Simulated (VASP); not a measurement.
# PtS2 (P-3m1) in VASP: notebook

Runs on PtS2. Level: PBE. Tasks: relaxation of shape and atoms at fixed volume, single point.

Program: VASP 6.6.1. These are calculated values, not measurements. Logs are shortened: lines on timing, memory, paths and dates and some standing lists are left out, and cuts for length are marked.

### 1 The cell of the first run

The structure is trigonal, space group P-3m1 (No. 164). The conventional cell has a = 3.549 Å, b = 3.549 Å, c = 6.263 Å, α = 90.00°, β = 90.00°, γ = 120.00°. Within 3.2 Å of Pt (site symmetry -3m) lie 6 S at 2.39 Å. S (site symmetry 3m) has 3 Pt at 2.39 Å and 3 S at 3.19 Å within 3.2 Å.

### 2 Relaxation of shape and atoms at fixed volume, PBE, non-collinear spin, zero start, spin-orbit coupling (volume scaled by 0.960)

INCAR

```
  PREC = Accurate
  ENCUT = 600
  EDIFF = 1E-6
  ISMEAR = 0
  SIGMA = 0.05
  LREAL = F
  LASPH = T
  NELM = 150
  ALGO = Normal
  ISIF = 4
  LWAVE = F
  LCHARG = F
  LNONCOLLINEAR = T
  MAGMOM = 0 0 0 0 0 0 0 0 0
  LORBIT = 11
  LSORBIT = T
  GGA_COMPAT = F
  LORBMOM = T
  LMAXMIX = 4
  GGA = PE
  IBRION = 2
  NSW = 60
  EDIFFG = -0.01
```

KPOINTS

```
Automatic mesh
0
Gamma
  8 8 4
```

POSCAR

```
PtS2
1.0
    3.5490642473      0.0000000000      0.0000000000
   -1.7745321236      3.0735797979      0.0000000000
    0.0000000000      0.0000000000      6.2632756562
Pt S
1 2
Direct
    0.0000000000      0.0000000000      0.0000000000
    0.3333333333      0.6666666667      0.1952743633
    0.6666666667      0.3333333333      0.8047256367
```

Potentials or basis: VASP PAW PBE potentials, release 64 (Pt, S).

Command:

```
$ cat potpaw_PBE.64/Pt/POTCAR potpaw_PBE.64/S/POTCAR > POTCAR
$ mpirun -np 1 vasp_ncl > vasp.out
```

OUTCAR:

```text
PREC = Accurate
   ENCUT = 600
   EDIFF = 1E-6
   ISMEAR = 0
   LREAL = F
   LASPH = T
   NELM = 150
   ISIF = 4
   LNONCOLLINEAR = T
   LORBIT = 11
   LSORBIT = T
   GGA = PE
   IBRION = 2
   NSW = 60
   EDIFFG = -0.01

 ion  position               nearest neighbor table
   1  0.000  0.000  0.000-   2 2.39   3 2.39   3 2.39   2 2.39   3 2.39   2 2.39
   2  0.333  0.667  0.195-   1 2.39   1 2.39   1 2.39
   3  0.667  0.333  0.805-   1 2.39   1 2.39   1 2.39

  LATTYP: Found a hexagonal cell.
 ALAT       =     3.5490642473
 C/A-ratio  =     1.7647681811

  Lattice vectors:

 A1 = (   3.5490642473,   0.0000000000,   0.0000000000)
 A2 = (  -1.7745321236,   3.0735797979,   0.0000000000)
 A3 = (   0.0000000000,   0.0000000000,   6.2632756562)

Analysis of symmetry for initial positions (statically):
=====================================================================
 Subroutine PRICEL returns:
 Original cell was already a primitive cell.

 Routine SETGRP: Setting up the symmetry group for a
 hexagonal supercell.

 Subroutine GETGRP returns: Found 12 space group operations
 (whereof 12 operations were pure point group operations)
 out of a pool of 24 trial point group operations.

The static configuration has the point symmetry D_3d.

Analysis of symmetry for dynamics (positions and initial velocities):
=====================================================================
 Subroutine PRICEL returns:
 Original cell was already a primitive cell.

 Routine SETGRP: Setting up the symmetry group for a
 hexagonal supercell.

 Subroutine GETGRP returns: Found 12 space group operations
 (whereof 12 operations were pure point group operations)
 out of a pool of 24 trial point group operations.

The dynamic configuration has the point symmetry D_3d.

Analysis of structural, dynamic, and magnetic symmetry:
=====================================================================
 Subroutine PRICEL returns:
 Original cell was already a primitive cell.

 Routine SETGRP: Setting up the symmetry group for a
 hexagonal supercell.

 Subroutine GETGRP returns: Found 12 space group operations
 (whereof 12 operations were pure point group operations)
 out of a pool of 24 trial point group operations.

[... 1171 lines left out ...]

  FORCE on cell =-STRESS in cart. coord.  units (eV):
  Direction    XX          YY          ZZ          XY          YZ          ZX
  --------------------------------------------------------------------------------------
  -------------------------------------------------------------------------------------
  Total        0.0409703      0.0409703      0.0471514      0.0000000      0.0000000     -0.0000000
  in kB        0.9607712      0.9607712      1.1057211      0.0000000      0.0000000     -0.0000000
  external PRESSURE =       1.0090878 kB  Pullay stress =       0.0000000 kB
[... 18 lines left out ...]
  FREE ENERGIE OF THE ION-ELECTRON SYSTEM (eV)
  ---------------------------------------------------
  free  energy   TOTEN  =       -15.8533876146 eV

  energy  without entropy=      -15.8533876146  energy(sigma->0) =      -15.85338761

 reached required accuracy - stopping structural energy minimisation

 orbital moment (x)

 # of ion     p       d       tot
 ----------------------------------------
  1        -0.000   0.000   0.000
  2        -0.000   0.000  -0.000
  3         0.000   0.000   0.000
 ----------------------------------------
           -0.000   0.000  -0.000

 orbital moment (y)

 # of ion     p       d       tot
 ----------------------------------------
  1         0.000   0.000   0.000
  2         0.000   0.000   0.000
  3         0.000   0.000   0.000
 ----------------------------------------
            0.000   0.000   0.000

 orbital moment (z)

 # of ion     p       d       tot
 ----------------------------------------
  1         0.000   0.000   0.000
  2         0.000   0.000   0.000
  3         0.000   0.000   0.000
 ----------------------------------------
            0.000   0.000   0.000

 Spin-Orbit-Coupling matrix elements

 Ion:    1  E_soc:     -0.7746058
 l=   1
     0.0000000    -0.0334472    -0.0353669
    -0.0334472     0.0000000    -0.0334472
    -0.0353669    -0.0334472     0.0000000
 l=   2
     0.0000000    -0.0213525     0.0000000    -0.0213525    -0.0714452
    -0.0213525     0.0000000    -0.0510989    -0.0259887    -0.0213525
     0.0000000    -0.0510989     0.0000000    -0.0510989     0.0000000
    -0.0213525    -0.0259887    -0.0510989     0.0000000    -0.0213525
    -0.0714452    -0.0213525     0.0000000    -0.0213525     0.0000000
 l=   3
     0.0000000     0.0000000     0.0000000     0.0000000     0.0000000     0.0000000     0.0000000
     0.0000000     0.0000000     0.0000000     0.0000000     0.0000000     0.0000000     0.0000000
     0.0000000     0.0000000     0.0000000     0.0000000     0.0000000     0.0000000     0.0000000
     0.0000000     0.0000000     0.0000000     0.0000000     0.0000000     0.0000000     0.0000000
[... 29 lines left out ...]
 l=   2
     0.0000000     0.0000000     0.0000000     0.0000000     0.0000000
     0.0000000     0.0000000     0.0000000     0.0000000     0.0000000
     0.0000000     0.0000000     0.0000000     0.0000000     0.0000000
     0.0000000     0.0000000     0.0000000     0.0000000     0.0000000
     0.0000000     0.0000000     0.0000000     0.0000000     0.0000000
 l=   3
     0.0000000     0.0000000     0.0000000     0.0000000     0.0000000     0.0000000     0.0000000
     0.0000000     0.0000000     0.0000000     0.0000000     0.0000000     0.0000000     0.0000000
     0.0000000     0.0000000     0.0000000     0.0000000     0.0000000     0.0000000     0.0000000
     0.0000000     0.0000000     0.0000000     0.0000000     0.0000000     0.0000000     0.0000000
     0.0000000     0.0000000     0.0000000     0.0000000     0.0000000     0.0000000     0.0000000
     0.0000000     0.0000000     0.0000000     0.0000000     0.0000000     0.0000000     0.0000000
     0.0000000     0.0000000     0.0000000     0.0000000     0.0000000     0.0000000     0.0000000

 total charge

# of ion       s       p       d       tot
------------------------------------------
    1        0.689   0.778   7.936   9.403
    2        1.359   2.275   0.000   3.634
    3        1.359   2.275   0.000   3.634
--------------------------------------------------
tot          3.407   5.328   7.936  16.671

 magnetization (x)

# of ion       s       p       d       tot
------------------------------------------
    1        0.000  -0.000  -0.000  -0.000
    2        0.000   0.000   0.000   0.000
    3        0.000   0.000   0.000   0.000
--------------------------------------------------
tot          0.000   0.000  -0.000   0.000

 magnetization (y)

# of ion       s       p       d       tot
------------------------------------------
    1       -0.000  -0.000  -0.000  -0.000
    2        0.000   0.000   0.000   0.000
    3       -0.000   0.000   0.000  -0.000
--------------------------------------------------
tot          0.000  -0.000  -0.000   0.000

 magnetization (z)

# of ion       s       p       d       tot
------------------------------------------
    1       -0.000  -0.000  -0.000  -0.000
    2        0.000   0.000   0.000   0.000
    3        0.000   0.000   0.000   0.000
--------------------------------------------------
tot         -0.000  -0.000  -0.000  -0.000
```

Wall time 10 min (1 thread of Intel Xeon Platinum 8488C (Sapphire Rapids), shared host); peak memory 0.42 GiB.

What came out:

| Quantity | Value |
| --- | --- |
| Free energy | -15.8534 eV |
| Energy gained by relaxing | 2.6 meV/atom |
| Ionic steps | 6 |
| Pressure after relaxing | 0.1 GPa |
| Largest force after relaxing | 0.003 eV/Å |
| Net moment | 0.00 μB per cell |
| Valence electrons inside the program's atomic spheres | Pt 9.40; S 3.63 |

Forces on the atoms (eV/Å):
```
Pt   0.000  0.000  0.000
S    0.000  0.000  0.003
S    0.000  0.000 -0.003
```

Step by step:
| step | energy change (eV) | largest force (eV/Å) | pressure (GPa) | volume (Å³) |
| --- | --- | --- | --- | --- |
| 1 | 0.0000 | 0.2506 | 2.09 | 68.32 |
| 2 | -0.0055 | 0.1068 | 1.14 | 68.32 |
| 3 | -0.0073 | 0.0415 | 0.16 | 68.32 |
| 4 | -0.0073 | 0.0301 | 0.23 | 68.32 |
| 5 | -0.0077 | 0.0113 | 0.15 | 68.32 |
| 6 | -0.0077 | 0.0033 | 0.10 | 68.32 |

Final structure:
```cif
data_structure
_symmetry_space_group_name_H-M 'P 1'
_symmetry_Int_Tables_number 1
_cell_length_a 3.5716
_cell_length_b 3.5716
_cell_length_c 6.1846
_cell_angle_alpha 90.000
_cell_angle_beta 90.000
_cell_angle_gamma 120.000
_cell_volume 68.32
loop_
_atom_site_label
_atom_site_type_symbol
_atom_site_fract_x
_atom_site_fract_y
_atom_site_fract_z
_atom_site_occupancy
Pt1 Pt 0.00000 0.00000 0.00000 1
S1 S 0.33333 0.66667 0.19887 1
S2 S 0.66667 0.33333 0.80113 1
```

Moments on the atoms (μB; x, y, z):
```
Pt  0.00 0.00 0.00
S   0.00 0.00 0.00
S   0.00 0.00 0.00
```

Caveat: the cell differs from its parent crystal (volume scaled by 0.960); this functional lacks dispersion, which binds the layers, so the pressure and a relaxed spacing across them are unreliable.

### 3 Single point, PBE, non-collinear spin, zero start, spin-orbit coupling

This run uses another cell than the first one, of 23.72 Å³/atom, 1.042 times its volume.

INCAR

```
SYSTEM = PtS2
PREC = Accurate
ENCUT = 520
EDIFF = 1E-6
ISMEAR = 0
SIGMA = 0.05
LREAL = .False.
LASPH = .True.
NELM = 150
ALGO = Normal
ISIF = 2
LWAVE = .False.
LCHARG = .True.
LNONCOLLINEAR = .True.
MAGMOM = 0 0 0 0 0 0 0 0 0
LORBIT = 11
LSORBIT = .True.
GGA_COMPAT = .False.
LORBMOM = .True.
LMAXMIX = 4
GGA = PE
LVHAR = .True.
NBANDS = 35
```

KPOINTS

```
regular mesh
0
Gamma
  10 10 5
  0 0 0
```

POSCAR

```
PtS2
1.0
    3.5750232019      0.0000000000      0.0000000000
   -1.7875116009      3.0960609120      0.0000000000
    0.0000000000      0.0000000000      6.4298417778
Pt S
1 2
Direct
    0.0000000000      0.0000000000      0.0000000000
    0.3333333333      0.6666666667      0.1913716893
    0.6666666667      0.3333333333      0.8086283107
```

Potentials or basis: VASP PAW PBE potentials, release 64 (Pt, S).

Command:

```
$ cat potpaw_PBE.64/Pt/POTCAR potpaw_PBE.64/S/POTCAR > POTCAR
$ mpirun -np 1 vasp_ncl > vasp.out
```

Wall time 8.7 min (1 thread of Intel Xeon Platinum 8259CL at 2.50GHz (Skylake/Cascade Lake), shared host); peak memory 0.45 GiB.

It converged, with:

* Free energy: -15.8538 eV
* Pressure: -0.2 GPa
* Largest force: 0.021 eV/Å
* Net moment: 0.00 μB per cell
* Valence electrons inside the program's atomic spheres: Pt 9.39; S 3.63

Forces on the atoms (eV/Å):
```
Pt   0.000  0.000  0.000
S    0.000  0.000 -0.021
S    0.000  0.000  0.021
```

Stress tensor (GPa, compression positive):
```
-0.29  0.00  0.00
 0.00 -0.29  0.00
 0.00  0.00 -0.16
```

Moments on the atoms (μB; x, y, z):
```
Pt  0.00 0.00 0.00
S   0.00 0.00 0.00
S   0.00 0.00 0.00
```

Caveat: this functional lacks dispersion, which binds the layers, so the pressure and a relaxed spacing across them are unreliable.
